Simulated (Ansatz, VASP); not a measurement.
**NiO in VASP and in Ansatz**

```
Ni O
1.0
     0.00000    2.08590    2.08590
     2.08590    0.00000    2.08590
     2.08590    2.08590    0.00000
Ni O
1 1
Direct
  0.00000 0.00000 0.00000
  0.50000 0.50000 0.50000
```

Alike in both runs: task relaxation of cell and atoms; functional BLYP; k mesh 11 × 11 × 11; occupations tetrahedron; collinear spin.

```csv
,VASP,Ansatz
version,VASP 6.6.1,Ansatz 0.2.0
potentials or method,"VASP PAW PBE potentials, release 64 (Ni, O)",Ansatz PAW
plane-wave cutoff (eV),600,420
valence electrons in the cell,16,24
```

VASP gave:

```
gap on the k mesh at the Fermi level, each at its own relaxed structure (eV) : none
net moment per atom (μB)                                                     : 0.96
size of the moment on the site where the two differ most (μB)                : 0.32
relaxed volume (Å³/atom)                                                     : 9.82
relaxed cell length with the largest relative difference (Å)                 : 3.028
```

Problem. Estimate Ansatz's values.

Solution. gap on the k mesh at the Fermi level, each at its own relaxed structure (eV): none; net moment per atom (μB): 0.97; size of the moment on the site where the two differ most (μB): 0.34; relaxed volume (Å³/atom): 9.84; relaxed cell length with the largest relative difference (Å): 3.031.

VASP's potentials were made for PBE, not for BLYP. Site moments also hang on the region over which each program counts them. A gap of «none» marks a metal or a gap that the smearing closes. VASP's potentials hold 16 valence electrons a cell and Ansatz's 24, so a difference there can come from the potentials and not from the codes.

Noted on Ansatz's run: the plane-wave basis is chosen anew once the cell has moved, so the energies of steps on either side of that aren't comparable.
